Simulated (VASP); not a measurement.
A run of VASP 6.6.1:

INCAR

```
PREC = Accurate
ENCUT = 520
EDIFF = 1E-6
ISMEAR = -1
SIGMA = 0.08
LREAL = False
LASPH = True
NELM = 80
ALGO = Normal
ISIF = 2
LWAVE = False
LCHARG = True
GGA = PE
LELF = True
LVHAR = True
NBANDS = 9
```

The input KPOINTS:

```
Automatic mesh
0
Gamma
  19 19 19
```

File POSCAR:

```
S
1.0
   -1.4079760442      1.4079760442      1.4079760442
    1.4079760442     -1.4079760442      1.4079760442
    1.4079760442      1.4079760442     -1.4079760442
S
1
Direct
    0.0000000000      0.0000000000      0.0000000000
```

Potentials or basis: VASP PAW PBE potentials, release 64 (S).

Launch:

```sh
$ cat potpaw_PBE.64/S/POTCAR > POTCAR
$ mpirun -np 1 vasp_std > vasp.out
```

Hardware: 1 thread of Intel(R) Xeon(R) 6975P-C (Granite Rapids), with other jobs on the host.

Task: How long does it take, and how much memory?

Result: Run time: 6.1 s on 1 thread of Intel(R) Xeon(R) 6975P-C (Granite Rapids), with other jobs on the host, peak memory 0.12 GiB. Counts: scf iterations 10, k points 220.
